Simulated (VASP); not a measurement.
# TiPd2 (Immm) in VASP: single point with LDA

Aim: the single point of TiPd2 with LDA.

Program: VASP 6.6.1. These are calculated values, not measurements. Logs are shortened: lines on timing, memory, paths and dates and some standing lists are left out, and cuts for length are marked.

### Step 1. The cell of the first run

The structure is orthorhombic, space group Immm (No. 71). Conventional cell: a = 2.196 Å, b = 3.116 Å, c = 6.677 Å, α = 90.00°, β = 90.00°, γ = 90.00°. Ti (site symmetry mmm) has 2 Ti at 2.20 Å and 10 Pd at 2.20 to 2.24 Å within 2.9 Å. Within 2.9 Å of Pd (site symmetry mm2) lie 7 Pd at 2.19 to 2.23 Å and 5 Ti at 2.20 to 2.24 Å.

### Step 2. Single point, LDA

Input file INCAR:

```
PREC = Accurate
ENCUT = 520
EDIFF = 1E-6
ISMEAR = -1
SIGMA = 0.05
LREAL = F
LASPH = T
NELM = 100
ALGO = Normal
ISIF = 2
LWAVE = F
LCHARG = T
LELF = T
LVHAR = T
NBANDS = 23
```

Input file KPOINTS:

```
Automatic mesh
0
Gamma
  16 16 16
```

Input file POSCAR:

```
TiPd2
1.0
   -1.0978795644      1.5578330110      3.3385726896
    1.0978795644     -1.5578330110      3.3385726896
    1.0978795644      1.5578330110     -3.3385726896
Ti Pd
1 2
Direct
    0.0000000000      0.0000000000      0.0000000000
    0.6638790927      0.6638790927      0.0000000000
    0.3361209073      0.3361209073      0.0000000000
```

Potentials or basis: VASP PAW LDA potentials, release 64 (Ti_sv, Pd).

The run is started by

```console
$ cat potpaw_LDA.64/Ti_sv/POTCAR potpaw_LDA.64/Pd/POTCAR > POTCAR
$ mpirun -np 1 vasp_std > vasp.out
```

OUTCAR:

```text
PREC = Accurate
   ENCUT = 520
   EDIFF = 1E-6
   ISMEAR = -1
   LREAL = F
   LASPH = T
   NELM = 100
   ISIF = 2

 ion  position               nearest neighbor table
   1  0.000  0.000  0.000-   2 2.20   2 2.20   2 2.20   3 2.20   2 2.20   3 2.20   3 2.20   3 2.20
                             2 2.24   3 2.24   2 3.14   3 3.14   2 3.14   3 3.14
   2  0.664  0.664  0.000-   3 2.19   1 2.20   1 2.20   1 2.20   1 2.20   3 2.23   3 2.23   3 2.23
                             3 2.23   1 2.24   3 3.10   3 3.10   1 3.14   1 3.14
   3  0.336  0.336  0.000-   2 2.19   1 2.20   1 2.20   1 2.20   1 2.20   2 2.23   2 2.23   2 2.23
                             2 2.23   1 2.24   2 3.10   2 3.10   1 3.14   1 3.14

  LATTYP: Found a body centered orthorhombic cell.
 ALAT       =     2.1957591288
 B/A-ratio  =     1.4189470881
 C/A-ratio  =     3.0409279832

  Lattice vectors:

 A1 = (  -1.0978795644,   1.5578330110,   3.3385726896)
 A2 = (   1.0978795644,  -1.5578330110,   3.3385726896)
 A3 = (   1.0978795644,   1.5578330110,  -3.3385726896)

Analysis of symmetry for initial positions (statically):
=====================================================================
 Subroutine PRICEL returns:
 Original cell was already a primitive cell.

 Routine SETGRP: Setting up the symmetry group for a
 body centered orthorhombic supercell.

 Subroutine GETGRP returns: Found  8 space group operations
 (whereof  8 operations were pure point group operations)
 out of a pool of  8 trial point group operations.

The static configuration has the point symmetry D_2h.

Analysis of symmetry for dynamics (positions and initial velocities):
=====================================================================
 Subroutine PRICEL returns:
 Original cell was already a primitive cell.

 Routine SETGRP: Setting up the symmetry group for a
 body centered orthorhombic supercell.

 Subroutine GETGRP returns: Found  8 space group operations
 (whereof  8 operations were pure point group operations)
 out of a pool of  8 trial point group operations.

The dynamic configuration has the point symmetry D_2h.

 Subroutine INISYM returns: Found  8 space group operations
 (whereof  8 operations are pure point group operations),
 and found     1 'primitive' translations

----------------------------------------------------------------------------------------

                                     Primitive cell

  volume of cell :      22.8400

  direct lattice vectors                    reciprocal lattice vectors
    -1.097879564  1.557833011  3.338572690     0.000000000  0.320958663  0.149764599
     1.097879564 -1.557833011  3.338572690     0.455423360  0.000000000  0.149764599
     1.097879564  1.557833011 -3.338572690     0.455423360  0.320958663  0.000000000

  length of vectors
     3.844249060  3.844249060  3.844249060     0.354180601  0.479416178  0.557157877

  position of ions in fractional coordinates (direct lattice)
     0.000000000  0.000000000  0.000000000
     0.663879093  0.663879093  0.000000000
     0.336120907  0.336120907  0.000000000

  ion indices of the primitive-cell ions
   primitive index   ion index
                 1           1
                 2           2
                 3           3

----------------------------------------------------------------------------------------

 KPOINTS: Automatic mesh

Automatic generation of k-mesh.
 Grid dimensions read from file:
 generate k-points for:   16   16   16

 Generating k-lattice:

  Cartesian coordinates                     Fractional coordinates (reciprocal lattice)
     0.000000000  0.020059916  0.009360287     0.062500000 -0.000000000  0.000000000
     0.028463960  0.000000000  0.009360287     0.000000000  0.062500000  0.000000000
     0.028463960  0.020059916  0.000000000     0.000000000 -0.000000000  0.062500000

  Length of vectors
     0.022136288  0.029963511  0.034822367

  Shift w.r.t. Gamma in fractional coordinates (k-lattice)
     0.000000000  0.000000000  0.000000000

 Subroutine IBZKPT returns following result:
 ===========================================

 Found    621 irreducible k-points:

 Following reciprocal coordinates:
            Coordinates               Weight
  0.000000  0.000000  0.000000      1.000000
  0.062500  0.000000  0.000000      4.000000
  0.125000  0.000000  0.000000      4.000000
  0.187500  0.000000  0.000000      4.000000
  0.250000  0.000000  0.000000      4.000000
  0.312500  0.000000 -0.000000      4.000000
[... 16 lines left out ...]
 -0.187500  0.062500 -0.000000      8.000000
 -0.125000  0.062500  0.000000      8.000000
 [... further k-points ...]
   k-points           NKPTS =    621   k-points in BZ     NKDIM =    621   number of bands    NBANDS=     23
   number of dos      NEDOS =    301   number of ions     NIONS =      3
   total plane-waves  NPLWV =  27000
   dimension x,y,z NGX =    30 NGY =   30 NGZ =   30
   dimension x,y,z NGXF=    60 NGYF=   60 NGZF=   60
   ions per type =               1   2
   NGX,Y,Z   is equivalent  to a cutoff of  12.97, 12.97, 12.97 a.u.
   NGXF,Y,Z  is equivalent  to a cutoff of  25.95, 25.95, 25.95 a.u.
 SYSTEM =  unknown system
   PREC   = accura    normal or accurate (medium, high low for compatibility)
   ISTART =      0    job   : 0-new  1-cont  2-samecut
   ICHARG =      2    charge: 1-file 2-atom 10-const
   ISPIN  =      1    spin polarized calculation?
   LNONCOLLINEAR =      F non collinear calculations
   LSORBIT =      F    spin-orbit coupling
   LASPH  =      T    aspherical Exc in radial PAW
   ENCUT  =  520.0 eV  38.22 Ry    6.18 a.u.   7.15  7.15  7.15*2*pi/ulx,y,z
   NELM   =    100;   NELMIN=  2; NELMDL= -5     # of ELM steps
   EDIFF  = 0.1E-05   stopping-criterion for ELM
   LREAL  =      F    real-space projection
   EDIFFG = 0.1E-04   stopping-criterion for IOM
   NSW    =      0    number of steps for IOM
   IBRION =     -1    ionic relax: 0-MD 1-quasi-New 2-CG
   NFREE  =      0    steps in history (QN), initial steepest desc. (CG)
   ISIF   =      2    stress and relaxation
   ISYM   =      2    0-nonsym 1-usesym 2-fastsym
   POTIM  = 0.5000    time-step for ionic-motion
   TEBEG  =    0.0;   TEEND  =   0.0 temperature during run
   PSTRESS=    0.0 pullay stress
   NELECT =      32.0000    total number of electrons
   NUPDOWN=      -1.0000    fix difference up-down
   EMIN   =  10.00;   EMAX   =-10.00  energy-range for DOS
   EFERMI =   0.00;   METHOD = LEGACY
   ISMEAR =    -1;   SIGMA  =   0.05  broadening in eV -4-tet -1-fermi 0-gaus
   EFERMI_NEDOS =   21; number of points for ismear=-14 and -15
   IALGO  =     38    algorithm
   IMIX   =      4    mixing-type and parameters
     AMIX     =   0.40;   BMIX     =  1.00
     AMIX_MAG =   1.60;   BMIX_MAG =  1.00
  volume/ion in A,a.u.               =       7.61        51.38
  Fermi-wavevector in a.u.,A,eV,Ry     =   1.831862  3.461717 45.657305  3.355717
  Thomas-Fermi vector in A             =   2.886026
   LORBIT       =      0    0 simple, 1 ext, 2 COOP (PROOUT), +10 PAW based schemes
   GGA     = CA    functional components
   LHFCALC =     F    Hartree Fock is set to
   AEXX    =    0.0000 exact exchange contribution
   IVDW    =     0    specifies the selected vdW correction
   LEPSILON=     F    determine dielectric tensor
   LRPA    =     F    only Hartree local field effects (RPA)
 non-spin polarized calculation
  energy-cutoff  :      520.00
  volume of cell :       22.84
 maximum number of plane-waves:       629
 NGX is ok and might be reduce to    30
   NGX = 15   NGY = 15   NGZ = 15

 number of electron      31.9999999 magnetization

 Free energy of the ion-electron system (eV)
  ---------------------------------------------------
  ext. energy  EPLUGINS =         0.00000000
  ---------------------------------------------------
  free energy    TOTEN  =        -3.57288459 eV

  energy without entropy =       -3.56185104  energy(sigma->0) =       -3.56736781

 E-fermi :  24.4278     XC(G=0): -17.4330

 val. band max:       24.4266996439   @ k =  -0.1875  -0.1875   0.1875
 cond. band min:      24.4297718475   @ k =  -0.3125   0.1875   0.0000
 fundamental gap:      0.0030722037
 Fermi energy:        24.4278026794

 k-point     1 :       0.0000    0.0000    0.0000
  band No.  band energies     occupation
      1     -31.4936      2.00000
      2      -8.6235      2.00000
      3      -8.4827      2.00000
      4      -6.2008      2.00000
      5      12.1469      2.00000
      6      13.1040      2.00000
[... 15 lines left out ...]
     22      36.3266      0.00000
     23      39.8797      0.00000

 k-point     2 :       0.0625    0.0000    0.0000
  band No.  band energies     occupation
      1     -31.4901      2.00000
      2      -8.6193      2.00000
      3      -8.4917      2.00000
      4      -6.2017      2.00000
      5      12.1610      2.00000
      6      13.1955      2.00000
[... 15 lines left out ...]
     22      36.6548      0.00000
     23      40.0189      0.00000

 k-point     3 :       0.1250    0.0000    0.0000
  band No.  band energies     occupation
      1     -31.4805      2.00000
      2      -8.6093      2.00000
      3      -8.5137      2.00000
      4      -6.2042      2.00000
      5      12.2057      2.00000
      6      13.4231      2.00000
[... 15 lines left out ...]
     22      36.6833      0.00000
     23      39.6270      0.00000

 k-point     4 :       0.1875    0.0000    0.0000
  band No.  band energies     occupation
      1     -31.4665      2.00000
      2      -8.6063      2.00000
      3      -8.5302      2.00000
      4      -6.2078      2.00000
      5      12.2808      2.00000
      6      13.6366      2.00000
[... 15 lines left out ...]
     22      35.6052      0.00000
     23      39.8655      0.00000

 k-point     5 :       0.2500    0.0000    0.0000
  band No.  band energies     occupation
      1     -31.4506      2.00000
      2      -8.6255      2.00000
      3      -8.5199      2.00000
      4      -6.2117      2.00000
      5      12.3755      2.00000
      6      13.6376      2.00000
[... 434 lines left out ...]
 k-point    22 :      -0.2500    0.0625    0.0000
  band No.  band energies     occupation
      1     -31.4259      2.00000
      2      -8.5970      2.00000
      3      -8.5108      2.00000
      4      -6.3793      2.00000
      5      12.6881      2.00000
      6      13.8855      2.00000
[... 15 lines left out ...]
     22      34.5319      0.00000
     23      40.5481      0.00000

 k-point    23 :      -0.1875    0.0625   -0.0000
  band No.  band energies     occupation
      1     -31.4409      2.00000
      2      -8.5735      2.00000
      3      -8.5237      2.00000
      4      -6.3763      2.00000
      5      12.5776      2.00000
      6      13.8557      2.00000
[... 15 lines left out ...]
     22      35.9903      0.00000
     23      39.8158      0.00000

 k-point    24 :      -0.1250    0.0625    0.0000
  band No.  band energies     occupation
      1     -31.4535      2.00000
      2      -8.5808      2.00000
      3      -8.5027      2.00000
      4      -6.3736      2.00000
      5      12.4735      2.00000
      6      13.6267      2.00000
[... 15 lines left out ...]
     22      36.7148      0.00000
     23      39.8538      0.00000

 [... further k-points ...]
[... 5 lines left out ...]
  --------------------------------------------------------------------------------------
  -------------------------------------------------------------------------------------
  Total       79.9088690     80.4202916     80.2764227     -0.0000000      0.0000000      0.0000000
  in kB     5605.4325958   5641.3077761   5631.2156861     -0.0000000      0.0000000      0.0000000
  external PRESSURE =    5625.9853527 kB  Pullay stress =       0.0000000 kB

 VOLUME and BASIS-vectors are now :
 -----------------------------------------------------------------------------
  energy-cutoff  :      520.00
  volume of cell :       22.84
      direct lattice vectors                 reciprocal lattice vectors
    -1.097879564  1.557833011  3.338572690     0.000000000  0.320958663  0.149764599
     1.097879564 -1.557833011  3.338572690     0.455423360  0.000000000  0.149764599
     1.097879564  1.557833011 -3.338572690     0.455423360  0.320958663  0.000000000

 POSITION                                       TOTAL-FORCE (eV/Angst)
 -----------------------------------------------------------------------------------
      0.00000      0.00000      0.00000         0.000000     -0.000000     -0.000000
      0.00000      0.00000      4.43282         0.000000     -0.000000      0.066035
      0.00000      0.00000      2.24433        -0.000000      0.000000     -0.066035
 -----------------------------------------------------------------------------------
    total drift:                               -0.000000     -0.000000      0.000000

  FREE ENERGIE OF THE ION-ELECTRON SYSTEM (eV)
  ---------------------------------------------------
  free  energy   TOTEN  =        -3.5728845878 eV

  energy  without entropy=       -3.5618510422  energy(sigma->0) =       -3.56736781
```

Run time: 5.6 min. Hardware: 1 thread of Intel Xeon Platinum 8559C (Emerald Rapids), shared host; peak memory 0.42 GiB.

What came out:

* Free energy: -3.5729 eV
* Pressure: 562.6 GPa
* Largest force: 0.066 eV/Å
* Band gap on the k mesh: zero (band 16 reaches 26.90 eV, above the bottom of band 17 at 22.94 eV)

Forces in eV/Å, atoms in the order of the input:
```
Ti   0.000  0.000  0.000
Pd   0.000  0.000  0.066
Pd   0.000  0.000 -0.066
```

Levels at points of the mesh, in eV from the Fermi level:
| k point | band 12 | band 13 | band 14 | band 15 | band 16 | band 17 | band 18 | band 19 | band 20 | band 21 |
| --- | --- | --- | --- | --- | --- | --- | --- | --- | --- | --- |
| (0.00, 0.00, 0.00) | -5.61 | -4.00 | -3.81 | -2.49 | -1.72 | -1.11 | 0.17 | 3.59 | 4.95 | 11.75 |
| (0.50, 0.00, 0.00) | -5.56 | -4.65 | -3.22 | -1.98 | -1.22 | 0.22 | 2.26 | 3.18 | 3.96 | 4.90 |
| (0.00, 0.50, 0.00) | -4.55 | -2.61 | -2.27 | 1.68 | 2.48 | 2.70 | 4.12 | 5.16 | 6.04 | 7.83 |
| (0.50, 0.50, 0.00) | -5.86 | -4.42 | -2.55 | -0.30 | 0.68 | 2.30 | 2.50 | 3.50 | 6.53 | 12.65 |
| (0.50, 0.50, 0.50) | -5.67 | -5.60 | -3.18 | -2.76 | -1.74 | -0.21 | 4.50 | 4.64 | 4.93 | 5.72 |
